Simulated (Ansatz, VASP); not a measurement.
## Two plane-wave programs on SnSe

```xyz
2
Lattice="0.0000 2.8595 2.9348 2.8595 0.0000 2.9348 2.8595 2.8595 0.0000" Properties=species:S:1:pos:R:3 pbc="T T T"
Sn    0.0000    0.0000    0.0000
Se    2.8595    2.8595    2.9348
```

Change from the starting cell: strain -0.050 along x and y, -0.025 along z, atoms carried along.

Alike in both runs: task single point; functional LDA; k mesh 8 × 8 × 8; occupations gaussian, width 0.05 eV; no spin polarisation.

|  | VASP | Ansatz |
| --- | --- | --- |
| version | VASP 6.6.1 | Ansatz 0.2.0 |
| potentials or method | VASP PAW LDA potentials, release 64 (Sn_d, Se), cutoff 520 eV | scalar-relativistic, plane waves, PAW |
| valence electrons in the cell | 20 | 30 |

Ansatz gave:

```
gap on the k mesh at the Fermi level (eV)                     : 0.62
least direct gap on the mesh (eV)                             : 0.79
pressure (GPa)                                                : 4.6
traceless stress, the component that is largest in VASP (GPa) : -3.14
```

**Question.** What did VASP give for the same quantities?

**Answer.** gap on the k mesh at the Fermi level (eV): 0.61; least direct gap on the mesh (eV): 0.77; pressure (GPa): 4.7; traceless stress, the component that is largest in VASP (GPa): -3.17.

LDA's correlation is that of Perdew and Zunger in VASP and of Perdew and Wang (1992) in Ansatz. VASP's potentials hold 20 valence electrons a cell and Ansatz's 30, so a difference there can come from the potentials and not from the codes.
